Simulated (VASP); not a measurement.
## Pt: single point with LDA

Crystal: Pt.

```
Pt
1.0
     2.78827    0.00000    0.00000
    -1.39414    2.36690    0.00000
     0.00000    0.00000    4.79213
Pt
2
Direct
  0.66667 0.33333 0.75000
  0.33333 0.66667 0.25000
```

This cell differs from its parent crystal: strain +0.0100 x Voigt [1, -1, 0, 0, 0, 0].

| Item | Value |
| --- | --- |
| Program | VASP 6.6.1 |
| Task | single point |
| Functional | LDA |
| Potentials or basis | VASP PAW LDA potentials, release 64 (Pt_sv_GW) |
| Cutoff | 500 eV |
| k mesh | 21 × 21 × 10 |
| Occupations | gaussian, width 0.15 eV |
| Spin | no spin polarisation |

```yaml
Pressure: -18.0 GPa
Largest_force: 0.004 eV/Å
Band_gap_on_the_k_mesh: zero (bands 18 and 19 overlap by 1.25 eV)
```

Forces on the atoms (eV/Å):
```
Pt   0.000  0.004  0.000
Pt   0.000 -0.004  0.000
```

Stress tensor (GPa, compression positive):
```
-19.92   0.00   0.00
  0.00 -16.07   0.00
  0.00   0.00 -18.14
```

Levels at points of the mesh, in eV from the Fermi level:
| k point | band 14 | band 15 | band 16 | band 17 | band 18 | band 19 | band 20 | band 21 | band 22 | band 23 |
| --- | --- | --- | --- | --- | --- | --- | --- | --- | --- | --- |
| (0.00, 0.00, 0.00) | -3.21 | -2.88 | -1.82 | -1.75 | -0.68 | -0.24 | -0.18 | 4.68 | 15.15 | 15.70 |
| (0.00, 0.00, 0.50) | -3.56 | -3.24 | -3.24 | -0.82 | -0.82 | -0.74 | -0.74 | 11.93 | 11.93 | 15.56 |

Run time: 2.4 min on 1 thread of Intel(R) Xeon(R) 6975P-C (Granite Rapids), on a shared host, peak memory 0.51 GiB.

Caveat: the cell differs from its parent crystal (strain +0.0100 x Voigt [1, -1, 0, 0, 0, 0]); the cell stands under tension; spin-orbit coupling is left out, which moves the levels of the heavy elements.
